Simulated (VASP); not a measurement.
Set up this calculation in VASP 6.6.1, as the native input.

```
Task                   : single point
Functional             : PBEsol
Potentials or basis    : VASP PAW PBE potentials, release 64 (Ti_sv, Se)
Cutoff                 : 520 eV
k mesh                 : 18 × 18 × 8
Occupations            : gaussian, width 0.1 eV
Spin                   : no spin polarisation
Dipole correction      : no
Further INCAR settings : ALGO = Normal; EDIFF = 1e-07; NBANDS = 26
```

The structure of TiSe lies in POSCAR:

```
TiSe
1.0
    2.9058396307      0.0000000000      0.0000000000
   -1.4529198154      2.5165309395      0.0000000000
    0.0000000000      0.0000000000      6.3796530576
Ti Se
2 2
Direct
    0.0000000000      0.0000000000      0.0000000000
    0.0000000000      0.0000000000      0.5000000000
    0.3333333333      0.6666666667      0.2500000000
    0.6666666667      0.3333333333      0.7500000000
```

The input as run:

INCAR

```
PREC     = Accurate       # precision mode
ENCUT    = 520            # plane-wave cutoff, eV
EDIFF    = 1E-7           # SCF threshold, eV
ISMEAR   = 0              # smearing method
SIGMA    = 0.1            # smearing width, eV
LREAL    = F              # projectors in reciprocal space
LASPH    = T              # aspherical terms in the spheres
NELM     = 60             # most SCF steps
ALGO     = Normal         # electronic algorithm
ISIF     = 2              # what is computed and relaxed
LWAVE    = F              # write WAVECAR
LCHARG   = F              # write CHGCAR
GGA      = PS             # functional
NBANDS   = 26             # bands
```

KPOINTS

```
Automatic mesh
0
Gamma
  18 18 8
```

Potentials or basis: VASP PAW PBE potentials, release 64 (Ti_sv, Se).

Run with:

```bash
$ cat potpaw_PBE.64/Ti_sv/POTCAR potpaw_PBE.64/Se/POTCAR > POTCAR
$ mpirun -np 1 vasp_std > vasp.out
```

It gave:

The pressure is 90.8 GPa. The band gap on the k mesh is zero (bands 18 and 19 overlap by 0.57 eV).

Caveat: the cell stands under pressure; the PAW data sets were made with another functional, which shifts forces and pressure a little.

Wall time 74 s on 1 thread of Intel(R) Xeon(R) 6975P-C (Granite Rapids), on a shared host, peak memory 0.32 GiB.
